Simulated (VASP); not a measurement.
# ZnS (R3m) in VASP: single point with r2SCAN

Aim: the single point of ZnS with r2SCAN.

Everything below comes from runs of VASP 6.6.1. Logs are shortened: lines on timing, memory, paths and dates and some standing lists are left out, and cuts for length are marked.

### Step 1. The cell of the first run

It takes space group R3m (No. 160, trigonal). Conventional cell: a = 3.811 Å, b = 3.811 Å, c = 28.002 Å, α = 90.00°, β = 90.00°, γ = 120.00°. Zn (site symmetry 3m) has 4 S at 2.33 Å within 3.1 Å. Within 3.1 Å of Zn (site symmetry 3m) lie 4 S at 2.33 Å. Within 3.3 Å of Zn (site symmetry 3m) lie 6 S at 2.33 to 3.21 Å. Within 3.3 Å of S (site symmetry 3m) lie 6 Zn at 2.33 to 3.21 Å. Within 3.1 Å of S (site symmetry 3m) lie 4 Zn at 2.33 Å. S (site symmetry 3m) has 4 Zn at 2.33 Å within 3.1 Å.

### Step 2. Single point, r2SCAN (the part above a cut slid along it)

Contents of POSCAR:

```
ZnS
1.0
    2.6945131931     -2.6945131931      0.0000000000
    2.6945131931      0.0000000000     -2.6945131931
    8.9817106438      3.5926842576      3.5926842576
Zn S
3 3
Direct
    0.4722000000     -0.5278000000      0.7917000000
    0.0277555556      0.0277555556      0.4583666667
    0.5833111111      0.5833111111      0.1250333333
    0.0833111111      0.0833111111      0.8750333333
    0.6388666667     -0.3611333333      0.5417000000
    0.1944222222      0.1944222222      0.2083666667
```

Contents of INCAR.step1:

```
PREC     = Accurate       # precision mode
ENCUT    = 520            # plane-wave cutoff, eV
ISMEAR   = 0              # smearing method
SIGMA    = 0.05           # smearing width, eV
LREAL    = F              # projectors in reciprocal space
LASPH    = T              # aspherical terms in the spheres
NELM     = 100            # most SCF steps
NBANDS   = 36             # bands
ISYM     = 0            
GGA      = PE             # functional
ALGO     = Normal         # electronic algorithm
EDIFF    = 1E-4           # SCF threshold, eV
LWAVE    = T              # write WAVECAR
LCHARG   = F              # write CHGCAR
```

Contents of INCAR.step2:

```
PREC     = Accurate       # precision mode
ENCUT    = 520            # plane-wave cutoff, eV
EDIFF    = 1E-6           # SCF threshold, eV
ISMEAR   = 0              # smearing method
SIGMA    = 0.05           # smearing width, eV
LREAL    = F              # projectors in reciprocal space
LASPH    = T              # aspherical terms in the spheres
NELM     = 100            # most SCF steps
ALGO     = Normal         # electronic algorithm
ISIF     = 2              # what is computed and relaxed
LWAVE    = F              # write WAVECAR
LCHARG   = T              # write CHGCAR
METAGGA  = R2SCAN         # meta-GGA
LMIXTAU  = T            
LELF     = T              # ELF
LVHAR    = T            
NBANDS   = 36             # bands
ISYM     = 0            
ISTART   = 1
```

Contents of KPOINTS:

```
Automatic mesh
0
Gamma
  7 7 3
```

Potentials or basis: VASP PAW PBE potentials, release 64 (Zn, S).

On the command line:

```
$ cat potpaw_PBE.64/Zn/POTCAR potpaw_PBE.64/S/POTCAR > POTCAR
$ cp INCAR.step1 INCAR
$ mpirun -np 1 vasp_std > vasp.out
$ cp INCAR.step2 INCAR
$ mpirun -np 1 vasp_std > vasp.out
```

OUTCAR:

```text
PREC = Accurate
   ENCUT = 520
   EDIFF = 1E-6
   ISMEAR = 0
   LREAL = F
   LASPH = T
   NELM = 100
   ISIF = 2
   METAGGA = R2SCAN
   ISYM = 0
   ISTART = 1

 ion  position               nearest neighbor table
   1  0.472  0.472  0.792-   4 2.33   4 2.33   5 2.33   4 2.33
   2  0.028  0.028  0.458-   5 2.33   5 2.33   6 2.33   5 2.33
   3  0.583  0.583  0.125-   6 2.33   6 2.33   6 2.33
   4  0.083  0.083  0.875-   1 2.33   1 2.33   1 2.33
   5  0.639  0.639  0.542-   2 2.33   2 2.33   1 2.33   2 2.33
   6  0.194  0.194  0.208-   3 2.33   2 2.33   3 2.33   3 2.33

IMPORTANT INFORMATION: All symmetrisations will be switched off!
NOSYMM: (Re-)initialisation of all symmetry stuff for point group C_1.

----------------------------------------------------------------------------------------

                                     Primitive cell

  volume of cell :     117.3795

  direct lattice vectors                    reciprocal lattice vectors
     2.694513193 -2.694513193  0.000000000     0.082472123 -0.288652429  0.082472123
     2.694513193  0.000000000 -2.694513193     0.082472123  0.082472123 -0.288652429
     8.981710644  3.592684258  3.592684258     0.061854092  0.061854092  0.061854092

  length of vectors
     3.810617102  3.810617102 10.319199893     0.311325435  0.311325435  0.107134430

  position of ions in fractional coordinates (direct lattice)
     0.472200000  0.472200000  0.791700000
     0.027755556  0.027755556  0.458366667
     0.583311111  0.583311111  0.125033333
     0.083311111  0.083311111  0.875033333
     0.638866667  0.638866667  0.541700000
     0.194422222  0.194422222  0.208366667

  ion indices of the primitive-cell ions
   primitive index   ion index
                 1           1
                 2           2
                 3           3
                 4           4
                 5           5
                 6           6

----------------------------------------------------------------------------------------

 KPOINTS: Automatic mesh

Automatic generation of k-mesh.
 Grid dimensions read from file:
 generate k-points for:    7    7    3

 Generating k-lattice:

  Cartesian coordinates                     Fractional coordinates (reciprocal lattice)
     0.011781732 -0.041236061  0.011781732     0.142857143  0.000000000 -0.000000000
     0.011781732  0.011781732 -0.041236061     0.000000000  0.142857143  0.000000000
     0.020618031  0.020618031  0.020618031     0.000000000  0.000000000  0.333333333

  Length of vectors
     0.044475062  0.044475062  0.035711477

  Shift w.r.t. Gamma in fractional coordinates (k-lattice)
     0.000000000  0.000000000  0.000000000

 -----------------------------------------------------------------------------
|                                                                             |
|           W    W    AA    RRRRR   N    N  II  N    N   GGGG   !!!           |
|           W    W   A  A   R    R  NN   N  II  NN   N  G    G  !!!           |
|           W    W  A    A  R    R  N N  N  II  N N  N  G       !!!           |
|           W WW W  AAAAAA  RRRRR   N  N N  II  N  N N  G  GGG   !            |
|           WW  WW  A    A  R   R   N   NN  II  N   NN  G    G                |
|           W    W  A    A  R    R  N    N  II  N    N   GGGG   !!!           |
|                                                                             |
|     Your reciprocal lattice and k-lattice belong to different lattice       |
|     classes:                                                                |
|                                                                             |
|        The reciprocal lattice is rhombohedral (trigonal),                   |
|        whereas your k-lattice is base-centered monoclinic.                  |
|                                                                             |
|     Results are often still useful ...                                      |
|                                                                             |
 -----------------------------------------------------------------------------

 WARNING: IBZKPT: internal override: KBLOWUP is changed to .FALSE.
      ... skipping the blow-up phase ...

 Subroutine IBZKPT returns following result:
 ===========================================

 Found     74 irreducible k-points:

 Following reciprocal coordinates:
            Coordinates               Weight
  0.000000  0.000000  0.000000      1.000000
  0.142857  0.000000 -0.000000      2.000000
  0.285714  0.000000 -0.000000      2.000000
  0.428571  0.000000 -0.000000      2.000000
  0.000000  0.142857  0.000000      2.000000
  0.142857  0.142857 -0.000000      2.000000
[... 16 lines left out ...]
 -0.428571  0.428571  0.000000      2.000000
 -0.285714  0.428571  0.000000      2.000000
 [... further k-points ...]
   k-points           NKPTS =     74   k-points in BZ     NKDIM =     74   number of bands    NBANDS=     36
   number of dos      NEDOS =    301   number of ions     NIONS =      6
   total plane-waves  NPLWV =  62720
   dimension x,y,z NGX =    28 NGY =   28 NGZ =   80
   dimension x,y,z NGXF=    56 NGYF=   56 NGZF=  160
   ions per type =               3   3
   NGX,Y,Z   is equivalent  to a cutoff of  12.22, 12.22, 12.89 a.u.
   NGXF,Y,Z  is equivalent  to a cutoff of  24.43, 24.43, 25.78 a.u.
 SYSTEM =  unknown system
   PREC   = accura    normal or accurate (medium, high low for compatibility)
   ISTART =      1    job   : 0-new  1-cont  2-samecut
   ICHARG =      0    charge: 1-file 2-atom 10-const
   ISPIN  =      1    spin polarized calculation?
   LNONCOLLINEAR =      F non collinear calculations
   LSORBIT =      F    spin-orbit coupling
   LASPH  =      T    aspherical Exc in radial PAW
   ENCUT  =  520.0 eV  38.22 Ry    6.18 a.u.   7.09  7.09 19.19*2*pi/ulx,y,z
   NELM   =    100;   NELMIN=  2; NELMDL=  0     # of ELM steps
   EDIFF  = 0.1E-05   stopping-criterion for ELM
   LREAL  =      F    real-space projection
   EDIFFG = 0.1E-04   stopping-criterion for IOM
   NSW    =      0    number of steps for IOM
   IBRION =     -1    ionic relax: 0-MD 1-quasi-New 2-CG
   NFREE  =      0    steps in history (QN), initial steepest desc. (CG)
   ISIF   =      2    stress and relaxation
   ISYM   =      0    0-nonsym 1-usesym 2-fastsym
   POTIM  = 0.5000    time-step for ionic-motion
   TEBEG  =    0.0;   TEEND  =   0.0 temperature during run
   PSTRESS=    0.0 pullay stress
   NELECT =      54.0000    total number of electrons
   NUPDOWN=      -1.0000    fix difference up-down
   EMIN   =  10.00;   EMAX   =-10.00  energy-range for DOS
   EFERMI =   0.00;   METHOD = LEGACY
   ISMEAR =     0;   SIGMA  =   0.05  broadening in eV -4-tet -1-fermi 0-gaus
   EFERMI_NEDOS =   21; number of points for ismear=-14 and -15
   IALGO  =     38    algorithm
   IMIX   =      4    mixing-type and parameters
     AMIX     =   0.40;   BMIX     =  1.00
     AMIX_MAG =   1.60;   BMIX_MAG =  1.00
  volume/ion in A,a.u.               =      19.56       132.02
  Fermi-wavevector in a.u.,A,eV,Ry     =   1.263791  2.388219 21.730795  1.597168
  Thomas-Fermi vector in A             =   2.397130
   LORBIT       =      0    0 simple, 1 ext, 2 COOP (PROOUT), +10 PAW based schemes
   METAGGA = R2SCAN    functional components
   LHFCALC =     F    Hartree Fock is set to
   AEXX    =    0.0000 exact exchange contribution
   IVDW    =     0    specifies the selected vdW correction
   LEPSILON=     F    determine dielectric tensor
   LRPA    =     F    only Hartree local field effects (RPA)
 non-spin polarized calculation
 Gauss-broadening in eV      SIGMA  =   0.05
  energy-cutoff  :      520.00
  volume of cell :      117.38
 maximum number of plane-waves:      3178
   NGX = 15   NGY = 15   NGZ = 39

 number of electron      54.0000010 magnetization

 Free energy of the ion-electron system (eV)
  ---------------------------------------------------
  ext. energy  EPLUGINS =         0.00000000
  ---------------------------------------------------
  free energy    TOTEN  =       -55.88321995 eV

  energy without entropy =      -55.88321995  energy(sigma->0) =      -55.88321995

 E-fermi :   2.3292     XC(G=0): -10.3665

 val. band max:        2.0563927322   @ k =   0.0000   0.0000   0.0000
 cond. band min:       4.2743291090   @ k =   0.0000   0.0000   0.0000
 fundamental gap:      2.2179363768
 Fermi energy:         2.3291704740

 k-point     1 :       0.0000    0.0000    0.0000
  band No.  band energies     occupation
      1     -11.8869      2.00000
      2     -11.2094      2.00000
      3     -10.6414      2.00000
      4      -4.9908      2.00000
      5      -4.9906      2.00000
      6      -4.8776      2.00000
[... 28 lines left out ...]
     35       9.2286      0.00000
     36       9.3990      0.00000

 k-point     2 :       0.1429    0.0000   -0.0000
  band No.  band energies     occupation
      1     -11.7513      2.00000
      2     -11.1177      2.00000
      3     -10.5218      2.00000
      4      -4.9891      2.00000
      5      -4.9583      2.00000
      6      -4.8446      2.00000
[... 28 lines left out ...]
     35       9.3634      0.00000
     36       9.9348      0.00000

 k-point     3 :       0.2857    0.0000   -0.0000
  band No.  band energies     occupation
      1     -11.4187      2.00000
      2     -10.8853      2.00000
      3     -10.2472      2.00000
      4      -4.9583      2.00000
      5      -4.8901      2.00000
      6      -4.7513      2.00000
[... 28 lines left out ...]
     35      10.0373      0.00000
     36      10.4915      0.00000
[... 742 lines left out ...]
 k-point    23 :      -0.4286    0.4286    0.0000
  band No.  band energies     occupation
      1     -11.0379      2.00000
      2     -10.5942      2.00000
      3      -9.9618      2.00000
      4      -4.8838      2.00000
      5      -4.8121      2.00000
      6      -4.5900      2.00000
[... 28 lines left out ...]
     35       9.4605      0.00000
     36      11.6618      0.00000

 k-point    24 :      -0.2857    0.4286    0.0000
  band No.  band energies     occupation
      1     -11.0059      2.00000
      2     -10.5660      2.00000
      3      -9.9335      2.00000
      4      -4.8796      2.00000
      5      -4.7150      2.00000
      6      -4.6586      2.00000
[... 28 lines left out ...]
     35      10.2436      0.00000
     36      10.9365      0.00000

 [... further k-points ...]
[... 5 lines left out ...]
  --------------------------------------------------------------------------------------
  -------------------------------------------------------------------------------------
  Total       -0.8279300     -0.7933762     -0.7934100      0.4434657      0.4404979      0.4434744
  in kB      -11.3008729    -10.8292290    -10.8296912      6.0531080      6.0125989      6.0532269
  external PRESSURE =     -10.9865977 kB  Pullay stress =       0.0000000 kB

 VOLUME and BASIS-vectors are now :
 -----------------------------------------------------------------------------
  energy-cutoff  :      520.00
  volume of cell :      117.38
      direct lattice vectors                 reciprocal lattice vectors
     2.694513193 -2.694513193  0.000000000     0.082472123 -0.288652429  0.082472123
     2.694513193  0.000000000 -2.694513193     0.082472123  0.082472123 -0.288652429
     8.981710644  3.592684258  3.592684258     0.061854092  0.061854092  0.061854092

 POSITION                                       TOTAL-FORCE (eV/Angst)
 -----------------------------------------------------------------------------------
      9.65552      1.57198      1.57198         0.023226     -0.007876     -0.007875
      4.26649      1.57198      1.57198         0.178826      0.171765      0.171765
      4.26649     -1.12253     -1.12253         0.001969      0.030707      0.030704
      8.30826      2.91924      2.91924         0.244130      0.246429      0.246427
      8.30826      0.22472      0.22472        -0.187569     -0.184264     -0.184264
      2.91924      0.22472      0.22472        -0.260581     -0.256762     -0.256757
 -----------------------------------------------------------------------------------
    total drift:                                0.012613     -0.007774     -0.007773

  FREE ENERGIE OF THE ION-ELECTRON SYSTEM (eV)
  ---------------------------------------------------
  free  energy   TOTEN  =       -55.8832199510 eV

  energy  without entropy=      -55.8832199510  energy(sigma->0) =      -55.88321995
```

Wall time 18 min (1 thread of AMD EPYC 7R13 (Zen 3), shared host); peak memory 0.37 GiB.

What came out:

| Property | Result |
| --- | --- |
| Free energy | -55.8832 eV |
| Pressure | -1.1 GPa |
| Largest force | 0.447 eV/Å |
| Band gap on the k mesh | 2.22 eV |

Forces in eV/Å, atoms in the order of the input:
```
Zn   0.023 -0.008 -0.008
Zn   0.179  0.172  0.172
Zn   0.002  0.031  0.031
S    0.244  0.246  0.246
S   -0.188 -0.184 -0.184
S   -0.261 -0.257 -0.257
```

Caveat: the cell differs from its parent crystal (the part above a cut slid along it); the PAW data sets were made with another functional, which shifts forces and pressure a little. A k mesh can miss the band edges.
